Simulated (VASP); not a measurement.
A run of VASP 6.6.1:

File POSCAR:

```
As
1.0
    4.5664000000      0.0000000000      0.0000000000
   -2.2832000000      3.9546200000      0.0000000000
    0.0000000000      0.0000000000      2.8337400000
As
2
Direct
    0.3333300000      0.6666700000      0.0000000000
    0.6666700000      0.3333300000      0.0000000000
```

INCAR.step1

```
ALGO = Normal
EDIFF = 1E-5
ENCUT = 520
GGA = PE
ISIF = 2
ISMEAR = -1
LASPH = True
LCHARG = False
LREAL = False
LWAVE = True
NBANDS = 12
NELM = 80
PREC = Accurate
SIGMA = 0.05
```

File INCAR.step2:

```
AEXX = 0.25
ALGO = Normal
EDIFF = 1E-7
ENCUT = 520
GGA = PS
HFSCREEN = 0.207
ISIF = 2
ISMEAR = -1
ISTART = 1
LASPH = True
LCHARG = False
LHFCALC = True
LREAL = False
LWAVE = False
NBANDS = 12
NELM = 80
PREC = Accurate
PRECFOCK = Normal
SIGMA = 0.05
```

File KPOINTS:

```
k-points
0
Gamma
  4 4 5
```

Potentials or basis: VASP PAW PBE potentials, release 64 (As).

The run is started by

```bash
$ cat potpaw_PBE.64/As/POTCAR > POTCAR
$ cp INCAR.step1 INCAR
$ mpirun -np 1 vasp_std > vasp.out
$ cp INCAR.step2 INCAR
$ mpirun -np 1 vasp_std > vasp.out
```

Hardware: 1 thread of Intel(R) Xeon(R) Platinum 8488C (Sapphire Rapids), with other jobs on the host.

Question: How long does it take, and how much memory?

Answer: Wall time 6.6 min on 1 thread of Intel(R) Xeon(R) Platinum 8488C (Sapphire Rapids) (shared host), peak memory 0.28 GiB. Counts: k points 21.
